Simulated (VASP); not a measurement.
Runs of VASP 6.6.1 on InH. The structure is that of space group Fm-3m (No. 225), or close to it. The cells are those of the table. The cell was generated, and may not be a known phase.

```tsv
task	cell	k mesh	cutoff (eV)	gap on the mesh (eV)	pressure (GPa)	relaxed volume (Å³/atom)
relaxation of cell and atoms	relaxed from a = 3.548 Å, angles 60.0°, 2 atoms	20 × 20 × 20	600	none	0.0	(a)
single point	a = 3.556 Å, angles 60.0°, 2 atoms	20 × 20 × 20	520	none	-0.1	-
single point	a = 3.548 Å, angles 60.0°, 2 atoms	6 × 6 × 6	520	none	-0.1	-
single point	a = 3.827 Å, angles 60.0°, 2 atoms	6 × 6 × 6	520	none	-4.1	-
relaxation of cell and atoms	relaxed from a = 3.827 Å, angles 60.0°, 2 atoms	6 × 6 × 6	600	none	0.2	15.69
```

Alike in all rows: level PBE; potentials or basis VASP PAW PBE potentials, release 64 (In_d, H); no spin polarisation; smearing gaussian 0.1 eV.

Fill in the values left out.

(a) 15.90.

Caveats: some runs use coarse meshes; spin-orbit coupling is left out, which moves the levels of the heavy elements; the cell stands under tension (at least some runs); the volume moved by over 15 % at a fixed basis, so the end points are rough (at least some runs).

A k mesh can miss the band edges, and the runs leave out spin-orbit coupling on In.

A gap of «none» marks levels without a gap at the run's occupations.
